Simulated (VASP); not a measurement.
A run of VASP 6.6.1:

File INCAR:

```
ALGO = Normal
EDIFF = 1E-6
ENCUT = 500
GGA = PE
GGA_COMPAT = False
ISIF = 2
ISMEAR = 0
LASPH = True
LCHARG = True
LELF = True
LREAL = False
LVHAR = True
LWAVE = False
NBANDS = 10
NELM = 120
PREC = Accurate
SIGMA = 0.05
```

The input KPOINTS:

```
k-points
0
Gamma
  10 10 10
```

POSCAR

```
Ir
1.0
   -1.5554577017      1.5554577017      1.5554577017
    1.5554577017     -1.5554577017      1.5554577017
    1.5554577017      1.5554577017     -1.5554577017
Ir
1
Direct
    0.0000000000      0.0000000000      0.0000000000
```

Potentials or basis: VASP PAW PBE potentials, release 64 (Ir).

Run with:

```sh
$ cat potpaw_PBE.64/Ir/POTCAR > POTCAR
$ mpirun -np 1 vasp_std > vasp.out
```

Hardware: 1 thread of Intel Xeon 8259CL, on a shared host.

Estimate the wall time of this run.

Run time: 9 s on 1 thread of Intel Xeon 8259CL, on a shared host, peak memory 0.13 GiB. Counts: scf iterations 11, k points 47.
